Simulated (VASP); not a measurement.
Input of a VASP 6.6.1 run:

Contents of INCAR:

```
  PREC = Accurate
  ENCUT = 520
  EDIFF = 1E-7
  ISMEAR = 0
  SIGMA = 0.1
  LREAL = F
  LASPH = T
  NELM = 60
  ALGO = Normal
  ISIF = 2
  LWAVE = F
  LCHARG = T
  GGA = PE
  LELF = T
  LVHAR = T
  NBANDS = 24
```

The input KPOINTS:

```
Automatic mesh
0
Gamma
  4 4 4
```

The input POSCAR:

```
GeS3
1.0
    4.2916091179      0.0000000000      0.0000000000
    0.0000000000      4.2916091179      0.0000000000
    0.0000000000      0.0000000000      4.2916091179
Ge S
1 3
Direct
    0.0000000000      0.0000000000      0.0000000000
    0.0000000000      0.5000000000      0.5000000000
    0.5000000000      0.0000000000      0.5000000000
    0.5000000000      0.5000000000      0.0000000000
```

Potentials or basis: VASP PAW PBE potentials, release 64 (Ge_d, S).

Run with:

```console
$ cat potpaw_PBE.64/Ge_d/POTCAR potpaw_PBE.64/S/POTCAR > POTCAR
$ mpirun -np 1 vasp_std > vasp.out
```

Task: Predict the band gap on the k mesh.

Result: Zero (bands 16 and 17 overlap by 1.45 eV).

Task: What does it give for the pressure?

Result: -5.4 GPa.

Caveat: the k points lie up to 0.37 Å⁻¹ apart, too coarse for converged energies and pressures of a metal.
